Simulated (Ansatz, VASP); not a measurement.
**One calculation of Au, two programs**

File INCAR:

```
PREC = Accurate ; ENCUT = 520
EDIFF = 1E-8 ; ISMEAR = -1
SIGMA = 0.03 ; LREAL = F
LASPH = T ; NELM = 100
ALGO = Normal ; ISIF = 2
LWAVE = F ; LCHARG = F
GGA = PS ; LEFG = T
NBANDS = 18
```

KPOINTS

```
Automatic mesh
0
Gamma
  14 14 8
```

Contents of POSCAR:

```
Au
1.0
    2.8999984104      0.0000000000      0.0000000000
   -1.4499992052      2.5114722944      0.0000000000
    0.0000000000      0.0000000000      4.9776000000
Au
2
Direct
    0.3333333333      0.6666666667      0.7500000000
    0.6666666667      0.3333333333      0.2500000000
```

Input for Ansatz:

```yaml
crystal:
  lattice:
    - [2.8999984104, 0.0, 0.0]
    - [-1.4499992052, 2.5114722944, 0.0]
    - [0.0, 0.0, 4.9776]
  atoms:
    - { symbol: Au, position: [0.3333333333, 0.6666666667, 0.75] }
    - { symbol: Au, position: [0.6666666667, 0.3333333333, 0.25] }
kpoints:
  mp_grid: { grid: [14, 14, 8] }
scf:
  occupations: { method: fermi_dirac, width: 0.03 }
hamiltonian:
  xc: pbesol
  pseudopotentials: { kind: paw }
output:
  forces: true
  stress: true
  eigenvalues: true
  efg: { contact_densities: true }
```

Change from the starting cell: zz strain of +2 %, PAW files.

Alike in both runs: task electric field gradients; functional PBEsol; k mesh 14 × 14 × 8; occupations fermi-dirac, width 0.03 eV; no spin polarisation.

```csv
,VASP,Ansatz
version,VASP 6.6.1,Ansatz 0.2.0
potentials or method,"VASP PAW PBE potentials, release 64 (Au)","PAW with Ansatz's default frozen-core files, scalar-relativistic"
plane-wave cutoff (eV),520,420
valence electrons in the cell,22,38
```

|  | VASP | Ansatz | Ansatz less VASP |
| --- | --- | --- | --- |
| pressure (GPa) | -8.8 | -8.6 | +0.21 |
| traceless stress, the component that is largest in VASP (GPa) | -0.14 | -0.13 | +0.007 |
| size of Vzz on the site where it differs most (V/Å²) | 27.6 | 5.0 | -22.51 |

VASP's potentials were made for PBE, not for PBEsol. VASP's potentials hold 22 valence electrons a cell and Ansatz's 38, so a difference there can come from the potentials and not from the codes.

Spin-orbit coupling is off throughout.
